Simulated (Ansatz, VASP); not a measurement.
RbIr in VASP and in Ansatz

```
CELL_PARAMETERS angstrom
2.72504 -5.74626 0.00000
2.72504 5.74626 0.00000
0.00000 0.00000 4.44977
ATOMIC_POSITIONS crystal
Rb 0.35399 0.64601 0.75000
Rb 0.64601 0.35399 0.25000
Ir 0.03483 0.96517 0.75000
Ir 0.96517 0.03483 0.25000
```

Alike in both runs: functional PBE; k mesh 4 × 4 × 4; occupations gaussian, width 0.1 eV; no spin polarisation.

Ansatz relaxed the structure, and its values are those at the end. VASP's run is a single point on that final structure, the one shown.

```csv
,VASP,Ansatz
version,VASP 6.6.1,Ansatz 0.2.0
potentials or method,"VASP PAW PBE potentials, release 64 (Rb_sv, Ir), cutoff 500 eV","scalar-relativistic, plane waves, PAW"
valence electrons in the cell,36,52
```

|  | VASP | Ansatz | Ansatz less VASP |
| --- | --- | --- | --- |
| pressure (GPa) | 0.0 | 0.0 | +0.01 |
| rms of the force components (eV/Å) | 0.023 | 0.007 | -0.0156 |

VASP's potentials hold 36 valence electrons a cell and Ansatz's 52, so a difference there can come from the potentials and not from the codes.

Spin-orbit coupling is off throughout.
